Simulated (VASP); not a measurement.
MgS: relaxation of cell and atoms with PBE

MgS:

```
Mg S
1.0
     4.05444    0.00000    0.00000
    -2.02722    3.51125    0.00000
     0.00000    0.00000    9.73715
Mg S
3 3
Direct
  0.00000 0.00000 0.00000
  0.33333 0.66667 0.33333
  0.66667 0.33333 0.66667
  0.00000 0.00000 0.25000
  0.33333 0.66667 0.58333
  0.66667 0.33333 0.91667
```

* Program: VASP 6.6.1
* Task: relaxation of cell and atoms
* Functional: PBE
* Potentials or basis: VASP PAW PBE potentials, release 64 (Mg, S)
* Cutoff: 600 eV
* k mesh: 9 × 9 × 3
* Occupations: gaussian, width 0.02 eV
* Spin: no spin polarisation
* Dipole correction: no
* Further INCAR settings: ALGO = Normal; EDIFF = 1e-07; IBRION = 2; EDIFFG = -0.01; NSW = 65; ISIF = 3

```yaml
Relaxed_volume: 23.09 Å³/atom
Relaxed_cell: a = 4.027 Å, b = 4.027 Å, c = 9.867 Å, α = 90.00°, β = 90.00°, γ = 120.00°
Space_group_after_relaxing_to_0.05_Å: F-43m (No. 216)
Energy_gained_by_relaxing: 1.9 meV/atom
Ionic_steps: 7
Pressure_after_relaxing: -0.1 GPa
Largest_force_after_relaxing: 0.004 eV/Å
Band_gap_on_the_k_mesh: 3.37 eV
```

Forces in eV/Å, atoms in the order of the input:
```
Mg   0.000  0.000 -0.004
Mg   0.000  0.000 -0.004
Mg   0.000  0.000 -0.004
S    0.000  0.000  0.004
S    0.000  0.000  0.004
S    0.000  0.000  0.004
```

The path:
```csv
step,energy change (eV),largest force (eV/Å),pressure (GPa),volume (Å³)
1,0.0000,0.1360,-0.06,138.62
2,-0.0107,0.0334,-0.02,138.44
3,-0.0107,0.0313,-0.03,138.44
4,-0.0110,0.0250,0.01,138.36
5,-0.0114,0.0101,0.08,138.19
6,-0.0114,0.0050,0.10,138.13
7,-0.0115,0.0041,-0.06,138.54
```

Final structure:
```
CELL_PARAMETERS angstrom
4.02650 0.00000 0.00000
-2.01325 3.48705 0.00000
0.00000 0.00000 9.86711
ATOMIC_POSITIONS crystal
Mg 0.00000 0.00000 0.00006
Mg 0.33333 0.66667 0.33340
Mg 0.66667 0.33333 0.66673
S 0.00000 0.00000 0.24994
S 0.33333 0.66667 0.58327
S 0.66667 0.33333 0.91660
```

Levels at points of the mesh, in eV from the valence-band top:
| k point | band 9 | band 10 | band 11 | band 12 | band 13 | band 14 | band 15 | band 16 |
| --- | --- | --- | --- | --- | --- | --- | --- | --- |
| (0.00, 0.00, 0.00) | -0.25 | 0.00 | 0.00 | 0.00 | 3.37 | 5.07 | 5.07 | 7.89 |

Run time: 3 min on 1 thread of Intel(R) Xeon(R) 6975P-C (Granite Rapids), with other jobs on the host, peak memory 0.32 GiB.

A k mesh can miss the band edges. PBE gaps usually lie below the measured ones, often by a third to a half.
